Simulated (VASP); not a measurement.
CaSe, 2 atoms in the cell. Symmetry: Fm-3m, No. 225, cubic system. The conventional cell has a = 5.935 Å, b = 5.935 Å, c = 5.935 Å, α = 90.00°, β = 90.00°, γ = 90.00°. Within 3.9 Å of Ca (site symmetry m-3m) lie 6 Se at 2.97 Å. Within 3.9 Å of Se (site symmetry m-3m) lie 6 Ca at 2.97 Å. 

- Program: VASP 6.6.1
- Task: single point
- Functional: PBE
- Potentials or basis: VASP PAW PBE potentials, release 64 (Ca_sv, Se)
- Cutoff: 520 eV
- k mesh: 8 × 8 × 8
- Occupations: fermi-dirac, width 0.02 eV
- Spin: no spin polarisation
- Dipole correction: no
- Further INCAR settings: ALGO = Normal; EDIFF = 1e-07; NBANDS = 15

Potentials or basis: VASP PAW PBE potentials, release 64 (Ca_sv, Se).

Run with:

```sh
$ cat potpaw_PBE.64/Ca_sv/POTCAR potpaw_PBE.64/Se/POTCAR > POTCAR
$ mpirun -np 1 vasp_std > vasp.out
```

Hardware: 1 thread of AMD EPYC 9R45 96-Core Processor (Zen 5), with other jobs on the host.

Q: How long does it take, and how much memory?

A: Run time: 12 s on 1 thread of AMD EPYC 9R45 96-Core Processor (Zen 5), on a shared host, peak memory 0.15 GiB. Counts: scf iterations 14, k points 29.
